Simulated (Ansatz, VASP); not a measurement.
## Two plane-wave programs on BaTiO3

Contents of POSCAR:

```
BaTiO3
1.0
    4.0319015516      0.0000000000      0.0000000000
    0.0000000000      4.0319015516      0.0000000000
    0.0000000000      0.0000000000      4.1123825565
Ba Ti O
1 1 3
Direct
    0.0000000000      0.0000000000      0.9926109048
    0.5000000000      0.5000000000      0.4745255192
    0.5000000000      0.5000000000      0.0315737038
    0.5000000000      0.0000000000      0.5146449361
    0.0000000000      0.5000000000      0.5146449361
```

Contents of INCAR.step1:

```
ALGO = Normal ; EDIFF = 1E-4
ENCUT = 520 ; GGA = PE
ISMEAR = 0 ; LASPH = T
LCHARG = F ; LREAL = F
LWAVE = T ; NBANDS = 28
NELM = 60 ; PREC = Accurate
SIGMA = 0.05
```

The input INCAR.step2:

```
ALGO = Normal ; EDIFF = 1E-6
ENCUT = 520 ; ISIF = 2
ISMEAR = 0 ; ISTART = 1
LASPH = T ; LCHARG = T
LELF = T ; LMIXTAU = T
LREAL = F ; LVHAR = T
LWAVE = F ; METAGGA = R2SCAN
NBANDS = 28 ; NELM = 60
PREC = Accurate ; SIGMA = 0.05
```

File KPOINTS:

```
k-points
0
Gamma
  8 8 8
```

Input for Ansatz:

```yaml
crystal:
  lattice:
    - [4.0319015516, 0.0, 0.0]
    - [0.0, 4.0319015516, 0.0]
    - [0.0, 0.0, 4.1123825565]
  atoms:
    - { symbol: Ba, position: [0.0, 0.0, 0.9926109048] }
    - { symbol: Ti, position: [0.5, 0.5, 0.4745255192] }
    - { symbol: O, position: [0.5, 0.5, 0.0315737038] }
    - { symbol: O, position: [0.5, 0.0, 0.5146449361] }
    - { symbol: O, position: [0.0, 0.5, 0.5146449361] }
basis:
  ecutwfc: 500
kpoints:
  mp_grid: { grid: [8, 8, 8] }
hamiltonian:
  xc: r2scan
scf:
  occupations: { method: gaussian, width: 0.05 }
output:
  forces: true
  stress: true
  eigenvalues: true
```

Change from the starting cell: strain +0.0150 x Voigt [1, 1, 0, 0, 0, 0], atoms carried along.

Alike in both runs: task single point; functional r2SCAN; k mesh 8 × 8 × 8; occupations gaussian, width 0.05 eV; no spin polarisation.

|  | VASP | Ansatz |
| --- | --- | --- |
| version | VASP 6.6.1 | Ansatz 0.2.0 |
| potentials or method | VASP PAW PBE potentials, release 64 (Ba_sv, Ti_sv, O), cutoff 520 eV | scalar-relativistic, plane waves, PAW |
| valence electrons in the cell | 40 | 40 |

|  | VASP | Ansatz | Ansatz less VASP |
| --- | --- | --- | --- |
| gap on the k mesh at the Fermi level (eV) | 2.14 | 2.16 | +0.018 |
| least direct gap on the mesh (eV) | 2.62 | 2.62 | -0.010 |
| pressure (GPa) | -3.1 | -4.8 | -1.74 |
| traceless stress, the component that is largest in VASP (GPa) | 1.96 | 1.79 | -0.178 |
| rms of the force components (eV/Å) | 0.033 | 0.039 | +0.0061 |

VASP's potentials were made for PBE, not for r2SCAN. Atom by atom the forces differ by 0.063 eV/Å (rms over components). With one functional, cell and mesh, what is left measures potentials, basis and numerics.

Neither program's run includes spin-orbit coupling.
